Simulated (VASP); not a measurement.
# TiO2 (P1) in VASP: single point with PBE

Aim: the single point of TiO2 with PBE.

All numbers are computed with VASP 6.6.1; they aren't measurements. Logs are shortened: lines on timing, memory, paths and dates and some standing lists are left out, and cuts for length are marked.

## Step 1: The cell of the first run

The typed cell holds 54 atoms: a = 8.905 Å, b = 9.415 Å, c = 7.241 Å, α = 88.08°, β = 78.18°, γ = 90.00°.

## Step 2: Single point, PBE

File INCAR:

```
PREC = Accurate
ENCUT = 520
EDIFF = 1E-7
ISMEAR = 0
SIGMA = 0.05
LREAL = Auto
LASPH = T
NELM = 100
ALGO = Normal
ISIF = 2
LWAVE = F
LCHARG = T
GGA = PE
LELF = T
LVHAR = T
NBANDS = 249
NCORE = 4
```

File KPOINTS:

```
Automatic mesh
0
Gamma
  2 1 2
```

File POSCAR:

```
TiO2
1.0
    8.9047940000      0.0000000000      0.0000000000
    0.0004160000      9.4152140000      0.0000000000
    1.4835700000      0.2423530000      7.0834650000
Ti O
18 36
Direct
    0.2205690000      0.2602370000      0.6844960000
    0.2205690000      0.7602370000      0.6844960000
    0.5539030000      0.2602370000      0.6844960000
    0.5539030000      0.7602370000      0.6844960000
    0.8872360000      0.2602370000      0.6844960000
    0.8872360000      0.7602370000      0.6844960000
    0.1148800000      0.2401300000      0.3169600000
    0.1148800000      0.7401300000      0.3169600000
    0.4482130000      0.2401300000      0.3169600000
    0.4482130000      0.7401300000      0.3169600000
    0.7815470000      0.2401300000      0.3169600000
    0.7815470000      0.7401300000      0.3169600000
    0.0011240000      0.0001940000      0.0007030000
    0.0011240000      0.5001940000      0.0007030000
    0.3344570000      0.0001940000      0.0007030000
    0.3344570000      0.5001940000      0.0007030000
    0.6677910000      0.0001940000      0.0007030000
    0.6677910000      0.5001940000      0.0007030000
    0.1893420000      0.4076500000      0.8728270000
    0.1893420000      0.9076500000      0.8728270000
    0.5226750000      0.4076500000      0.8728270000
    0.5226750000      0.9076500000      0.8728270000
    0.8560090000      0.4076500000      0.8728270000
    0.8560090000      0.9076500000      0.8728270000
    0.0764690000      0.3515040000      0.5495150000
    0.0764690000      0.8515040000      0.5495150000
    0.4098020000      0.3515040000      0.5495150000
    0.4098020000      0.8515040000      0.5495150000
    0.7431360000      0.3515040000      0.5495150000
    0.7431360000      0.8515040000      0.5495150000
    0.3021660000      0.3459180000      0.1951720000
    0.3021660000      0.8459180000      0.1951720000
    0.6354990000      0.3459180000      0.1951720000
    0.6354990000      0.8459180000      0.1951720000
    0.9688320000      0.3459180000      0.1951720000
    0.9688320000      0.8459180000      0.1951720000
    0.0337450000      0.1544770000      0.8062430000
    0.0337450000      0.6544770000      0.8062430000
    0.3670790000      0.1544770000      0.8062430000
    0.3670790000      0.6544770000      0.8062430000
    0.7004120000      0.1544770000      0.8062430000
    0.7004120000      0.6544770000      0.8062430000
    0.2593090000      0.1488640000      0.4518780000
    0.2593090000      0.6488640000      0.4518780000
    0.5926420000      0.1488640000      0.4518780000
    0.5926420000      0.6488640000      0.4518780000
    0.9259750000      0.1488640000      0.4518780000
    0.9259750000      0.6488640000      0.4518780000
    0.1466790000      0.0927190000      0.1285390000
    0.1466790000      0.5927190000      0.1285390000
    0.4800130000      0.0927190000      0.1285390000
    0.4800130000      0.5927190000      0.1285390000
    0.8133460000      0.0927190000      0.1285390000
    0.8133460000      0.5927190000      0.1285390000
```

Potentials or basis: VASP PAW PBE potentials, release 64 (Ti_sv, O).

The run is started by

```bash
$ cat potpaw_PBE.64/Ti_sv/POTCAR potpaw_PBE.64/O/POTCAR > POTCAR
$ mpirun -np 4 vasp_std > vasp.out
```

OUTCAR:

```text
PREC = Accurate
   ENCUT = 520
   EDIFF = 1E-7
   ISMEAR = 0
   LREAL = Auto
   LASPH = T
   NELM = 100
   ISIF = 2
   GGA = PE

 ion  position               nearest neighbor table
   1  0.221  0.260  0.684-  25 1.95  27 1.95  19 1.96  37 1.97  39 1.97  43 1.98
   2  0.221  0.760  0.684-  26 1.95  28 1.95  20 1.96  38 1.97  40 1.97  44 1.98
   3  0.554  0.260  0.684-  27 1.95  29 1.95  21 1.96  39 1.97  41 1.97  45 1.98
   4  0.554  0.760  0.684-  28 1.95  30 1.95  22 1.96  40 1.97  42 1.97  46 1.98
   5  0.887  0.260  0.684-  29 1.95  25 1.95  23 1.96  41 1.97  37 1.97  47 1.98
   6  0.887  0.760  0.684-  30 1.95  26 1.95  24 1.96  42 1.97  38 1.97  48 1.98
[... 10 lines left out ...]
  17  0.668  0.000  0.001-  22 1.96  51 1.96  53 1.96  24 1.96  34 1.97  41 1.97
  18  0.668  0.500  0.001-  21 1.96  52 1.96  54 1.96  23 1.96  33 1.97  42 1.97
  19  0.189  0.408  0.873-  16 1.96   1 1.96  14 1.96
  20  0.189  0.908  0.873-  15 1.96   2 1.96  13 1.96
  21  0.523  0.408  0.873-  18 1.96   3 1.96  16 1.96
  22  0.523  0.908  0.873-  17 1.96   4 1.96  15 1.96
  23  0.856  0.408  0.873-  14 1.96   5 1.96  18 1.96
  24  0.856  0.908  0.873-  13 1.96   6 1.96  17 1.96
[... 31 lines left out ...]
  LATTYP: Found a triclinic cell.
 ALAT       =     7.2412147688
 B/A-ratio  =     1.2297375902
 C/A-ratio  =     1.3002257646
 COS(alpha) =     0.0000441838
 COS(beta)  =     0.0334776080
 COS(gamma) =     0.2048786077

  Lattice vectors:

 A1 = (   1.4835700000,   0.2423530000,   7.0834650000)
 A2 = (   8.9047940000,   0.0000000000,   0.0000000000)
 A3 = (   0.0004160000,   9.4152140000,   0.0000000000)

Analysis of symmetry for initial positions (statically):
=====================================================================
 Subroutine PRICEL returns following result:

  LATTYP: Found a triclinic cell.
 ALAT       =     7.2412147688
 B/A-ratio  =     0.4099121202
 C/A-ratio  =     0.6501128823
 COS(alpha) =     0.0000441838
 COS(beta)  =     0.0334776080
 COS(gamma) =     0.2048786077

  Lattice vectors:

 A1 = (   1.4835700000,   0.2423530000,   7.0834650000)
 A2 = (   2.9682616984,   0.0000000000,   0.0000000000)
 A3 = (   0.0002080000,   4.7076070000,   0.0000000000)

   6 primitive cells build up your supercell.

 Routine SETGRP: Setting up the symmetry group for a
 triclinic supercell.

 Subroutine GETGRP returns: Found  1 space group operations
 (whereof  1 operations were pure point group operations)
 out of a pool of  2 trial point group operations.

The static configuration has the point symmetry C_1 .

Analysis of symmetry for dynamics (positions and initial velocities):
=====================================================================
 Subroutine PRICEL returns following result:

  LATTYP: Found a triclinic cell.
 ALAT       =     7.2412147688
 B/A-ratio  =     0.4099121202
 C/A-ratio  =     0.6501128823
 COS(alpha) =     0.0000441838
 COS(beta)  =     0.0334776080
 COS(gamma) =     0.2048786077

  Lattice vectors:

 A1 = (   1.4835700000,   0.2423530000,   7.0834650000)
 A2 = (   2.9682616984,   0.0000000000,   0.0000000000)
 A3 = (   0.0002080000,   4.7076070000,   0.0000000000)

   6 primitive cells build up your supercell.

 Routine SETGRP: Setting up the symmetry group for a
 triclinic supercell.

 Subroutine GETGRP returns: Found  1 space group operations
 (whereof  1 operations were pure point group operations)
 out of a pool of  2 trial point group operations.

The dynamic configuration has the point symmetry C_1 .

 Subroutine INISYM returns: Found  1 space group operations
 (whereof  1 operations are pure point group operations),
 and found     6 'primitive' translations

----------------------------------------------------------------------------------------

                                     Primitive cell

  volume of cell :      98.9802

  direct lattice vectors                    reciprocal lattice vectors
     1.483570000  0.242353000  7.083465000     0.000000000  0.000000000  0.141173846
     2.968261698  0.000000000  0.000000000     0.336897518 -0.000014885 -0.070559739
     0.000208000  4.707607000  0.000000000     0.000000000  0.212422150 -0.007267791

  length of vectors
     7.241214769  2.968261698  4.707607005     0.141173846  0.344207227  0.212546443

  position of ions in fractional coordinates (direct lattice)
     0.684496000  0.661707662  0.520474000
     0.316960000  0.344640345  0.480260000
     0.000703000  0.003372003  0.000388000
     0.872827000  0.568026568  0.815300000
     0.549515000  0.229407229  0.703008000
     0.195172000  0.906498906  0.691836000
     0.806243000  0.101238101  0.308954000
     0.451878000  0.777927778  0.297728000
     0.128539000  0.440037440  0.185438000

  ion indices of the primitive-cell ions
   primitive index   ion index
                 1           1
                 2           7
                 3          16
                 4          19
                 5          25
                 6          31
                 7          39
                 8          43
                 9          49

----------------------------------------------------------------------------------------

 KPOINTS: Automatic mesh

Automatic generation of k-mesh.
 Grid dimensions read from file:
 generate k-points for:    2    1    2

 Generating k-lattice:

  Cartesian coordinates                     Fractional coordinates (reciprocal lattice)
     0.056149530 -0.000002481 -0.011759945     0.500000000  0.000000000  0.000000000
     0.000000000  0.106211075 -0.003633896     0.000000000  1.000000000  0.000000000
     0.000000000  0.000000000  0.070586923     0.000000000  0.000000000  0.500000000

  Length of vectors
     0.057367814  0.106273222  0.070586923

  Shift w.r.t. Gamma in fractional coordinates (k-lattice)
     0.000000000  0.000000000  0.000000000

 Subroutine IBZKPT returns following result:
 ===========================================

 Found      4 irreducible k-points:

 Following reciprocal coordinates:
            Coordinates               Weight
  0.000000  0.000000  0.000000      1.000000
  0.500000  0.000000  0.000000      1.000000
  0.000000  0.000000  0.500000      1.000000
  0.500000  0.000000  0.500000      1.000000
   k-points           NKPTS =      4   k-points in BZ     NKDIM =      4   number of bands    NBANDS=    249
   number of dos      NEDOS =    301   number of ions     NIONS =     54
   total plane-waves  NPLWV = 264600
   dimension x,y,z NGX =    70 NGY =   70 NGZ =   54
   dimension x,y,z NGXF=   140 NGYF=  140 NGZF=  108
   ions per type =              18  36
   NGX,Y,Z   is equivalent  to a cutoff of  13.07, 12.36, 12.40 a.u.
   NGXF,Y,Z  is equivalent  to a cutoff of  26.14, 24.72, 24.79 a.u.
 SYSTEM =  unknown system
   PREC   = accura    normal or accurate (medium, high low for compatibility)
   ISTART =      0    job   : 0-new  1-cont  2-samecut
   ICHARG =      2    charge: 1-file 2-atom 10-const
   ISPIN  =      1    spin polarized calculation?
   LNONCOLLINEAR =      F non collinear calculations
   LSORBIT =      F    spin-orbit coupling
   LASPH  =      T    aspherical Exc in radial PAW
   ENCUT  =  520.0 eV  38.22 Ry    6.18 a.u.  16.56 17.51 13.46*2*pi/ulx,y,z
   NELM   =    100;   NELMIN=  2; NELMDL= -5     # of ELM steps
   EDIFF  = 0.1E-06   stopping-criterion for ELM
   LREAL  =      T    real-space projection
   EDIFFG = 0.1E-05   stopping-criterion for IOM
   NSW    =      0    number of steps for IOM
   IBRION =     -1    ionic relax: 0-MD 1-quasi-New 2-CG
   NFREE  =      0    steps in history (QN), initial steepest desc. (CG)
   ISIF   =      2    stress and relaxation
   ISYM   =      2    0-nonsym 1-usesym 2-fastsym
   POTIM  = 0.5000    time-step for ionic-motion
   TEBEG  =    0.0;   TEEND  =   0.0 temperature during run
   PSTRESS=    0.0 pullay stress
   NELECT =     432.0000    total number of electrons
   NUPDOWN=      -1.0000    fix difference up-down
   EMIN   =  10.00;   EMAX   =-10.00  energy-range for DOS
   EFERMI =   0.00;   METHOD = LEGACY
   ISMEAR =     0;   SIGMA  =   0.05  broadening in eV -4-tet -1-fermi 0-gaus
   EFERMI_NEDOS =   21; number of points for ismear=-14 and -15
   IALGO  =     38    algorithm
   IMIX   =      4    mixing-type and parameters
     AMIX     =   0.40;   BMIX     =  1.00
     AMIX_MAG =   1.60;   BMIX_MAG =  1.00
  volume/ion in A,a.u.               =      11.00        74.22
  Fermi-wavevector in a.u.,A,eV,Ry     =   1.472322  2.782285 29.493786  2.167732
  Thomas-Fermi vector in A             =   2.587351
   LORBIT       =      0    0 simple, 1 ext, 2 COOP (PROOUT), +10 PAW based schemes
   GGA     = PE    functional components
   LHFCALC =     F    Hartree Fock is set to
   AEXX    =    0.0000 exact exchange contribution
   IVDW    =     0    specifies the selected vdW correction
   LEPSILON=     F    determine dielectric tensor
   LRPA    =     F    only Hartree local field effects (RPA)
 non-spin polarized calculation
 Gauss-broadening in eV      SIGMA  =   0.05
  energy-cutoff  :      520.00
  volume of cell :      593.88
 maximum number of plane-waves:     16027
 NGX is ok and might be reduce to    70
   NGX = 33   NGY = 35   NGZ = 27

 number of electron     431.9999944 magnetization

 Free energy of the ion-electron system (eV)
  ---------------------------------------------------
  ext. energy  EPLUGINS =         0.00000000
  ---------------------------------------------------
  free energy    TOTEN  =      -481.68057608 eV

  energy without entropy =     -481.68057608  energy(sigma->0) =     -481.68057608

 E-fermi :   4.0676     XC(G=0): -10.9924

 val. band max:        3.8413312257   @ k =   0.0000   0.0000   0.0000
 cond. band min:       6.1339940430   @ k =   0.0000   0.0000   0.0000
 fundamental gap:      2.2926628173
 Fermi energy:         4.0675936323

 k-point     1 :       0.0000    0.0000    0.0000
  band No.  band energies     occupation
      1     -52.8411      2.00000
      2     -52.8406      2.00000
      3     -52.8124      2.00000
      4     -52.8122      2.00000
      5     -52.8120      2.00000
      6     -52.8119      2.00000
[... 913 lines left out ...]
    227       6.6873      0.00000
    228       6.6875      0.00000
 [bands above 228 left out]

------------------------ aborting loop because EDIFF is reached ----------------------------------------

  FORCE on cell =-STRESS in cart. coord.  units (eV):
  Direction    XX          YY          ZZ          XY          YZ          ZX
  --------------------------------------------------------------------------------------
  -------------------------------------------------------------------------------------
  Total       15.5399262     16.9346319     16.0025685     -0.0741427     -0.3931855      0.0437861
  in kB       41.9237101     45.6863560     43.1718294     -0.2000227     -1.0607383      0.1181265
  external PRESSURE =      43.5939652 kB  Pullay stress =       0.0000000 kB

 VOLUME and BASIS-vectors are now :
 -----------------------------------------------------------------------------
  energy-cutoff  :      520.00
  volume of cell :      593.88
      direct lattice vectors                 reciprocal lattice vectors
     8.904794000  0.000000000  0.000000000     0.112299060 -0.000004962 -0.023519890
     0.000416000  9.415214000  0.000000000     0.000000000  0.106211075 -0.003633896
     1.483570000  0.242353000  7.083465000     0.000000000  0.000000000  0.141173846

 POSITION                                       TOTAL-FORCE (eV/Angst)
 -----------------------------------------------------------------------------------
      2.97973      2.61608      4.84860         0.002036     -0.018007     -0.053984
      2.97994      7.32368      4.84860         0.002036     -0.018007     -0.053984
      5.94800      2.61608      4.84860         0.002036     -0.018007     -0.053984
      5.94821      7.32368      4.84860         0.002036     -0.018007     -0.053984
      8.91626      2.61608      4.84860         0.002036     -0.018007     -0.053984
      8.91647      7.32368      4.84860         0.002036     -0.018007     -0.053984
[... 46 lines left out ...]
      7.43341      0.90412      0.91050        -0.001372      0.003804      0.036018
      7.43362      5.61173      0.91050        -0.001372      0.003804      0.036018
 -----------------------------------------------------------------------------------
    total drift:                               -0.014100     -0.010545      0.048408

  FREE ENERGIE OF THE ION-ELECTRON SYSTEM (eV)
  ---------------------------------------------------
  free  energy   TOTEN  =      -481.6805760753 eV

  energy  without entropy=     -481.6805760753  energy(sigma->0) =     -481.68057608
```

Wall time 17 min (4 MPI ranks of Oxide Virtual Turin-like, shared host); peak memory 0.28 GiB.

Results:

| Item | Value |
| --- | --- |
| Free energy | -481.6806 eV |
| Pressure | 4.4 GPa |
| Largest force | 0.180 eV/Å |
| Band gap on the k mesh | 2.29 eV |

Forces on the atoms (eV/Å):
```
Ti   0.002 -0.018 -0.054
Ti   0.002 -0.018 -0.054
Ti   0.002 -0.018 -0.054
Ti   0.002 -0.018 -0.054
Ti   0.002 -0.018 -0.054
Ti   0.002 -0.018 -0.054
Ti   0.004  0.019  0.055
Ti   0.004  0.019  0.055
Ti   0.004  0.019  0.055
Ti   0.004  0.019  0.055
Ti   0.004  0.019  0.055
Ti   0.004  0.019  0.055
Ti  -0.002 -0.002 -0.001
Ti  -0.002 -0.002 -0.001
Ti  -0.002 -0.002 -0.001
Ti  -0.002 -0.002 -0.001
Ti  -0.002 -0.002 -0.001
Ti  -0.002 -0.002 -0.001
O   -0.005 -0.002 -0.036
O   -0.005 -0.002 -0.036
O   -0.005 -0.002 -0.036
O   -0.005 -0.002 -0.036
O   -0.005 -0.002 -0.036
O   -0.005 -0.002 -0.036
O   -0.004  0.178 -0.023
O   -0.004  0.178 -0.023
O   -0.004  0.178 -0.023
O   -0.004  0.178 -0.023
O   -0.004  0.178 -0.023
O   -0.004  0.178 -0.023
O   -0.002  0.047  0.003
O   -0.002  0.047  0.003
O   -0.002  0.047  0.003
O   -0.002  0.047  0.003
O   -0.002  0.047  0.003
O   -0.002  0.047  0.003
O   -0.001 -0.047 -0.003
O   -0.001 -0.047 -0.003
O   -0.001 -0.047 -0.003
O   -0.001 -0.047 -0.003
O   -0.001 -0.047 -0.003
O   -0.001 -0.047 -0.003
O    0.008 -0.178  0.023
O    0.008 -0.178  0.023
O    0.008 -0.178  0.023
O    0.008 -0.178  0.023
O    0.008 -0.178  0.023
O    0.008 -0.178  0.023
O   -0.001  0.004  0.036
O   -0.001  0.004  0.036
O   -0.001  0.004  0.036
O   -0.001  0.004  0.036
O   -0.001  0.004  0.036
O   -0.001  0.004  0.036
```

Caveat: the k points lie up to 0.67 Å⁻¹ apart. A k mesh can miss the band edges.
